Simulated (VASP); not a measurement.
## ZnS: single point with PBEsol

ZnS:

```
CELL_PARAMETERS angstrom
3.78162 0.00000 0.00000
-1.89081 3.24223 0.00000
0.00000 0.00000 6.20965
ATOMIC_POSITIONS crystal
Zn 0.33333 0.66667 0.00546
Zn 0.66667 0.33333 0.50546
S 0.33333 0.66667 0.37954
S 0.66667 0.33333 0.87954
```

| Property | Result |
| --- | --- |
| Program | VASP 6.6.1 |
| Task | single point |
| Functional | PBEsol |
| Potentials or basis | VASP PAW PBE potentials, release 64 (Zn, S) |
| Cutoff | 520 eV |
| k mesh | 10 × 10 × 6 |
| Occupations | gaussian, width 0.05 eV |
| Spin | no spin polarisation |
| Dipole correction | no |
| Further INCAR settings | ALGO = Normal; EDIFF = 1e-06; NBANDS = 26 |

- Pressure: 1.0 GPa
- Largest force: 0.082 eV/Å
- Band gap on the k mesh: 2.17 eV

Forces on the atoms (eV/Å):
```
Zn   0.000 -0.055  0.040
Zn   0.000  0.055  0.040
S    0.000 -0.071 -0.040
S    0.000  0.071 -0.040
```

Stress tensor (GPa, compression positive):
```
0.72 0.00 0.00
0.00 1.92 0.00
0.00 0.00 0.51
```

Levels at points of the mesh, in eV from the valence-band top:
```
           k point  band 15  band 16  band 17  band 18  band 19  band 20  band 21  band 22
(0.00, 0.00, 0.00)    -0.94    -0.13    -0.04     0.00     2.17     3.06     6.15     6.25
(0.50, 0.00, 0.00)    -3.52    -2.36    -1.85    -0.95     3.54     4.22     4.91     6.82
(0.00, 0.50, 0.00)    -3.47    -2.44    -1.85    -1.02     3.43     4.14     4.91     6.72
(0.00, 0.00, 0.50)    -0.53    -0.53    -0.49    -0.49     3.53     3.53     6.61     6.61
(0.50, 0.00, 0.50)    -1.79    -1.79    -1.71    -1.71     3.39     3.39     5.06     5.06
(0.00, 0.50, 0.50)    -1.79    -1.79    -1.77    -1.77     3.34     3.34     5.04     5.04
```

Run time: 110 s on 1 thread of Intel Xeon 8259CL, on a shared host, peak memory 0.33 GiB.

Caveat: the PAW data sets were made with another functional, which shifts forces and pressure a little.
